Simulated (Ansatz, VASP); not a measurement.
# Nb3C: VASP beside Ansatz

```
Nb C
1.0
     6.30087    0.00000    0.00000
    -3.15043    5.45671    0.00000
     0.00000    0.00000    4.75856
Nb C
6 2
Cartesian
  1.6875 0.9743 3.5689
  3.1504 3.5081 3.5689
  -1.4629 4.4824 1.1896
  1.4629 4.4824 1.1896
  0.0000 1.9486 1.1896
  4.6133 0.9743 3.5689
  3.1504 1.8189 1.1896
  0.0000 3.6378 3.5689
```

Change from the starting cell: species swapped into the Pm3Al type (P6_3/mmc, No. 194).

Alike in both runs: task relaxation of cell and atoms; functional PBE; k mesh 3 × 3 × 4; occupations gaussian, width 0.1 eV; no spin polarisation.

```csv
,VASP,Ansatz
version,VASP 6.6.1,Ansatz 0.2.0
potentials or method,"VASP PAW PBE potentials, release 64 (Nb_sv, C), cutoff 600 eV","scalar-relativistic, plane waves, PAW"
valence electrons in the cell,86,86
```

```csv
,VASP,Ansatz,Ansatz less VASP
"gap on the k mesh at the Fermi level, each at its own relaxed structure (eV)",none,none,-
relaxed volume (Å³/atom),14.73,14.74,+0.012
relaxed cell length with the largest relative difference (Å),5.319,5.322,+0.0034
```

A gap of «none» marks a metal or a gap that the smearing closes.

The k mesh is coarse, so the values compare programs but aren't converged. Noted on VASP's run: the volume moved by over 15 % at a fixed basis, so the end points are rough.
